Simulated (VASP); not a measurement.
# Sc (P6_3/mmc) in VASP: single point with PBE

Aim: the single point of Sc with PBE.

Program: VASP 6.6.1. These are calculated values, not measurements. Logs are shortened: lines on timing, memory, paths and dates and some standing lists are left out, and cuts for length are marked.

## 1. The cell of the first run

The structure is hexagonal, space group P6_3/mmc (No. 194). Conventional cell: a = 3.309 Å, b = 3.309 Å, c = 5.268 Å, α = 90.00°, β = 90.00°, γ = 120.00°. Sc (site symmetry -6m2) has 12 Sc at 3.25 to 3.31 Å within 4.3 Å.

## 2. Single point, PBE

INCAR

```
ALGO = Fast ; EDIFF = 1E-6
ENCUT = 520 ; GGA = PE
ISIF = 2 ; ISMEAR = 0
LASPH = True ; LCHARG = True
LELF = True ; LREAL = False
LVHAR = True ; LWAVE = False
NBANDS = 18 ; NELM = 60
PREC = Accurate ; SIGMA = 0.15
```

KPOINTS

```
k-points
0
Gamma
  18 18 10
```

POSCAR

```
Sc
1.0
    3.3087978973      0.0000000000      0.0000000000
   -1.6543989486      2.8655030350      0.0000000000
    0.0000000000      0.0000000000      5.2680000000
Sc
2
Direct
    0.3333333333      0.6666666667      0.2500000000
    0.6666666667      0.3333333333      0.7500000000
```

Potentials or basis: VASP PAW PBE potentials, release 64 (Sc_sv).

Started as:

```sh
cat potpaw_PBE.64/Sc_sv/POTCAR > POTCAR
mpirun -np 1 vasp_std > vasp.out
```

OUTCAR:

```text
EDIFF = 1E-6
   ENCUT = 520
   GGA = PE
   ISIF = 2
   ISMEAR = 0
   LASPH = True
   LREAL = False
   NELM = 60
   PREC = Accurate

 ion  position               nearest neighbor table
   1  0.333  0.667  0.250-   2 3.25   2 3.25   2 3.25   2 3.25   2 3.25   2 3.25
   2  0.667  0.333  0.750-   1 3.25   1 3.25   1 3.25   1 3.25   1 3.25   1 3.25

  LATTYP: Found a hexagonal cell.
 ALAT       =     3.3087978973
 C/A-ratio  =     1.5921190002

  Lattice vectors:

 A1 = (   3.3087978973,   0.0000000000,   0.0000000000)
 A2 = (  -1.6543989486,   2.8655030350,   0.0000000000)
 A3 = (   0.0000000000,   0.0000000000,   5.2680000000)

Analysis of symmetry for initial positions (statically):
=====================================================================
 Subroutine PRICEL returns:
 Original cell was already a primitive cell.

 Routine SETGRP: Setting up the symmetry group for a
 hexagonal supercell.

 Subroutine GETGRP returns: Found 24 space group operations
 (whereof 12 operations were pure point group operations)
 out of a pool of 24 trial point group operations.

The static configuration has the point symmetry D_3d.
 The point group associated with its full space group is D_6h.

Analysis of symmetry for dynamics (positions and initial velocities):
=====================================================================
 Subroutine PRICEL returns:
 Original cell was already a primitive cell.

 Routine SETGRP: Setting up the symmetry group for a
 hexagonal supercell.

 Subroutine GETGRP returns: Found 24 space group operations
 (whereof 12 operations were pure point group operations)
 out of a pool of 24 trial point group operations.

The dynamic configuration has the point symmetry D_3d.
 The point group associated with its full space group is D_6h.

 Subroutine INISYM returns: Found 24 space group operations
 (whereof 12 operations are pure point group operations),
 and found     1 'primitive' translations

----------------------------------------------------------------------------------------

                                     Primitive cell

  volume of cell :      49.9479

  direct lattice vectors                    reciprocal lattice vectors
     3.308797897  0.000000000  0.000000000     0.302224563  0.174489433  0.000000000
    -1.654398949  2.865503035  0.000000000     0.000000000  0.348978866  0.000000000
     0.000000000  0.000000000  5.268000000     0.000000000  0.000000000  0.189825361

  length of vectors
     3.308797897  3.308797897  5.268000000     0.348978866  0.348978866  0.189825361

  position of ions in fractional coordinates (direct lattice)
     0.333333333  0.666666667  0.250000000
     0.666666667  0.333333333  0.750000000

  ion indices of the primitive-cell ions
   primitive index   ion index
                 1           1
                 2           2

----------------------------------------------------------------------------------------

 KPOINTS: k-points

Automatic generation of k-mesh.
 Grid dimensions read from file:
 generate k-points for:   18   18   10

 Generating k-lattice:

  Cartesian coordinates                     Fractional coordinates (reciprocal lattice)
     0.016790254  0.009693857  0.000000000     0.055555556 -0.000000000  0.000000000
     0.000000000  0.019387715  0.000000000     0.000000000  0.055555556  0.000000000
     0.000000000  0.000000000  0.018982536     0.000000000  0.000000000  0.100000000

  Length of vectors
     0.019387715  0.019387715  0.018982536

  Shift w.r.t. Gamma in fractional coordinates (k-lattice)
     0.000000000  0.000000000  0.000000000

 Subroutine IBZKPT returns following result:
 ===========================================

 Found    222 irreducible k-points:

 Following reciprocal coordinates:
            Coordinates               Weight
  0.000000  0.000000  0.000000      1.000000
  0.055556 -0.000000  0.000000      6.000000
  0.111111 -0.000000  0.000000      6.000000
  0.166667 -0.000000  0.000000      6.000000
  0.222222 -0.000000  0.000000      6.000000
  0.277778  0.000000  0.000000      6.000000
[... 16 lines left out ...]
  0.333333  0.111111  0.000000     12.000000
  0.388889  0.111111  0.000000     12.000000
 [... further k-points ...]
   k-points           NKPTS =    222   k-points in BZ     NKDIM =    222   number of bands    NBANDS=     18
   number of dos      NEDOS =    301   number of ions     NIONS =      2
   total plane-waves  NPLWV =  31360
   dimension x,y,z NGX =    28 NGY =   28 NGZ =   40
   dimension x,y,z NGXF=    56 NGYF=   56 NGZF=   80
   ions per type =               2
   NGX,Y,Z   is equivalent  to a cutoff of  14.07, 14.07, 12.62 a.u.
   NGXF,Y,Z  is equivalent  to a cutoff of  28.14, 28.14, 25.25 a.u.
 SYSTEM =  unknown system
   PREC   = accura    normal or accurate (medium, high low for compatibility)
   ISTART =      0    job   : 0-new  1-cont  2-samecut
   ICHARG =      2    charge: 1-file 2-atom 10-const
   ISPIN  =      1    spin polarized calculation?
   LNONCOLLINEAR =      F non collinear calculations
   LSORBIT =      F    spin-orbit coupling
   LASPH  =      T    aspherical Exc in radial PAW
   ENCUT  =  520.0 eV  38.22 Ry    6.18 a.u.   6.15  6.15  9.79*2*pi/ulx,y,z
   NELM   =     60;   NELMIN=  2; NELMDL= -5     # of ELM steps
   EDIFF  = 0.1E-05   stopping-criterion for ELM
   LREAL  =      F    real-space projection
   EDIFFG = 0.1E-04   stopping-criterion for IOM
   NSW    =      0    number of steps for IOM
   IBRION =     -1    ionic relax: 0-MD 1-quasi-New 2-CG
   NFREE  =      0    steps in history (QN), initial steepest desc. (CG)
   ISIF   =      2    stress and relaxation
   ISYM   =      2    0-nonsym 1-usesym 2-fastsym
   POTIM  = 0.5000    time-step for ionic-motion
   TEBEG  =    0.0;   TEEND  =   0.0 temperature during run
   PSTRESS=    0.0 pullay stress
   NELECT =      22.0000    total number of electrons
   NUPDOWN=      -1.0000    fix difference up-down
   EMIN   =  10.00;   EMAX   =-10.00  energy-range for DOS
   EFERMI =   0.00;   METHOD = LEGACY
   ISMEAR =     0;   SIGMA  =   0.15  broadening in eV -4-tet -1-fermi 0-gaus
   EFERMI_NEDOS =   21; number of points for ismear=-14 and -15
   IALGO  =     68    algorithm
   IMIX   =      4    mixing-type and parameters
     AMIX     =   0.40;   BMIX     =  1.00
     AMIX_MAG =   1.60;   BMIX_MAG =  1.00
  volume/ion in A,a.u.               =      24.97       168.53
  Fermi-wavevector in a.u.,A,eV,Ry     =   1.245595  2.353833 21.109524  1.551506
  Thomas-Fermi vector in A             =   2.379810
   LORBIT       =      0    0 simple, 1 ext, 2 COOP (PROOUT), +10 PAW based schemes
   GGA     = PE    functional components
   LHFCALC =     F    Hartree Fock is set to
   AEXX    =    0.0000 exact exchange contribution
   IVDW    =     0    specifies the selected vdW correction
   LEPSILON=     F    determine dielectric tensor
   LRPA    =     F    only Hartree local field effects (RPA)
 non-spin polarized calculation
 RMM-DIIS sequential band-by-band and
 Gauss-broadening in eV      SIGMA  =   0.15
  energy-cutoff  :      520.00
  volume of cell :       49.95
 maximum number of plane-waves:      1363
 NGX is ok and might be reduce to    28
   NGX = 13   NGY = 13   NGZ = 19

 number of electron      22.0000000 magnetization

 Free energy of the ion-electron system (eV)
  ---------------------------------------------------
  ext. energy  EPLUGINS =         0.00000000
  ---------------------------------------------------
  free energy    TOTEN  =       -12.51686785 eV

  energy without entropy =      -12.46810384  energy(sigma->0) =      -12.49248585

 E-fermi :   3.6066     XC(G=0):  -9.8254

 val. band max:        3.6058823363   @ k =   0.2778   0.1111   0.0000
 cond. band min:       3.6107564077   @ k =   0.4444   0.1111   0.4000
 fundamental gap:      0.0048740715
 Fermi energy:         3.6066198665

 k-point     1 :       0.0000    0.0000    0.0000
  band No.  band energies     occupation
      1     -45.8486      2.00000
      2     -45.7870      2.00000
      3     -24.6560      2.00000
      4     -24.3314      2.00000
      5     -24.3314      2.00000
      6     -24.2746      2.00000
[... 10 lines left out ...]
     17       5.9668      0.00000
     18       5.9668      0.00000

 k-point     2 :       0.0556   -0.0000    0.0000
  band No.  band energies     occupation
      1     -45.8472      2.00000
      2     -45.7864      2.00000
      3     -24.6522      2.00000
      4     -24.3393      2.00000
      5     -24.3341      2.00000
      6     -24.2829      2.00000
[... 10 lines left out ...]
     17       5.9074      0.00000
     18       5.9251      0.00000

 k-point     3 :       0.1111   -0.0000    0.0000
  band No.  band energies     occupation
      1     -45.8431      2.00000
      2     -45.7848      2.00000
      3     -24.6410      2.00000
      4     -24.3622      2.00000
      5     -24.3416      2.00000
      6     -24.3065      2.00000
[... 10 lines left out ...]
     17       5.7829      0.00000
     18       5.8138      0.00000

 k-point     4 :       0.1667   -0.0000    0.0000
  band No.  band energies     occupation
      1     -45.8366      2.00000
      2     -45.7824      2.00000
      3     -24.6231      2.00000
      4     -24.3974      2.00000
      5     -24.3528      2.00000
      6     -24.3423      2.00000
[... 375 lines left out ...]
      4     -24.5266      2.00000
      5     -24.4806      2.00000
      6     -24.3990      2.00000
[... 10 lines left out ...]
     17       6.8412      0.00000
     18       7.2271      0.00000

 k-point    23 :       0.3333    0.1111    0.0000
  band No.  band energies     occupation
      1     -45.8004      2.00000
      2     -45.7742      2.00000
      3     -24.5601      2.00000
      4     -24.5074      2.00000
      5     -24.5036      2.00000
      6     -24.4152      2.00000
[... 10 lines left out ...]
     17       7.2451      0.00000
     18       7.4795      0.00000

 k-point    24 :       0.3889    0.1111    0.0000
  band No.  band energies     occupation
      1     -45.7947      2.00000
      2     -45.7745      2.00000
      3     -24.5820      2.00000
      4     -24.5186      2.00000
      5     -24.4851      2.00000
      6     -24.4257      2.00000
[... 10 lines left out ...]
     17       7.3198      0.00000
     18       7.4664      0.00000

 [... further k-points ...]
[... 5 lines left out ...]
  --------------------------------------------------------------------------------------
  -------------------------------------------------------------------------------------
  Total       -0.0156716     -0.0156716     -0.5003143     -0.0000000      0.0000000      0.0000000
  in kB       -0.5026969     -0.5026969    -16.0485812     -0.0000000      0.0000000      0.0000000
  external PRESSURE =      -5.6846583 kB  Pullay stress =       0.0000000 kB

 VOLUME and BASIS-vectors are now :
 -----------------------------------------------------------------------------
  energy-cutoff  :      520.00
  volume of cell :       49.95
      direct lattice vectors                 reciprocal lattice vectors
     3.308797897  0.000000000  0.000000000     0.302224563  0.174489433  0.000000000
    -1.654398949  2.865503035  0.000000000     0.000000000  0.348978866  0.000000000
     0.000000000  0.000000000  5.268000000     0.000000000  0.000000000  0.189825361

 POSITION                                       TOTAL-FORCE (eV/Angst)
 -----------------------------------------------------------------------------------
     -0.00000      1.91034      1.31700        -0.000000      0.000000      0.000000
      1.65440      0.95517      3.95100         0.000000     -0.000000      0.000000
 -----------------------------------------------------------------------------------
    total drift:                               -0.000000      0.000000     -0.000000

  FREE ENERGIE OF THE ION-ELECTRON SYSTEM (eV)
  ---------------------------------------------------
  free  energy   TOTEN  =       -12.5168678485 eV

  energy  without entropy=      -12.4681038415  energy(sigma->0) =      -12.49248585
```

Run time: 5.2 min. Hardware: 1 thread of Intel Xeon Platinum 8259CL at 2.50GHz (Skylake/Cascade Lake), shared host; peak memory 0.29 GiB.

What came out:

```
Free energy            : -12.5169 eV
Pressure               : -0.6 GPa
Band gap on the k mesh : zero (band 11 reaches 4.49 eV, above the bottom of band 12 at 3.14 eV)
```

Levels at points of the mesh, in eV from the Fermi level:
```csv
k point,band 8,band 9,band 10,band 11,band 12,band 13,band 14,band 15
"(0.00, 0.00, 0.00)",-27.87,-5.11,-1.66,0.43,1.59,1.59,1.71,2.00
"(0.50, 0.00, 0.00)",-27.92,-1.58,-1.03,-0.68,-0.30,1.21,1.40,1.76
"(0.00, 0.00, 0.50)",-27.91,-3.62,-3.62,0.89,0.89,1.53,1.53,1.53
"(0.50, 0.00, 0.50)",-27.97,-1.45,-1.45,0.04,0.04,1.24,1.24,2.38
```
